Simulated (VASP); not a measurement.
Runs of VASP 6.6.1 on Ag. The structure is that of space group Fm-3m (No. 225), or close to it. The cells are those of the table. 

```csv
task,cell,k mesh,cutoff (eV),smearing,gap on the mesh (eV),pressure (GPa),relaxed volume (Å³/atom)
single point,"a = 2.830 Å, angles 60.0°, 1 atom",18 × 18 × 18,520,fermi-dirac 0.15 eV,none,0.1,-
relaxation of cell and atoms,"relaxed from a = 2.830 Å, angles 60.0°, 1 atom",18 × 18 × 18,600,fermi-dirac 0.15 eV,none,0.0,16.04
relaxation of cell and atoms,"relaxed from a = 2.835 Å, angles 60.0°, 1 atom",16 × 16 × 16,600,gaussian 0.1 eV,none,0.0,(a)
single point,"a = 2.835 Å, angles 60.0°, 1 atom",8 × 8 × 8,520,gaussian 0.1 eV,none,0.1,-
```

Alike in all rows: level LDA; potentials or basis VASP PAW LDA potentials, release 64 (Ag); no spin polarisation.

Q: Estimate the missing entries.

A: (a) 16.03.

A k mesh can miss the band edges, and the runs leave out spin-orbit coupling on Ag.

A gap of «none» marks levels without a gap at the run's occupations.
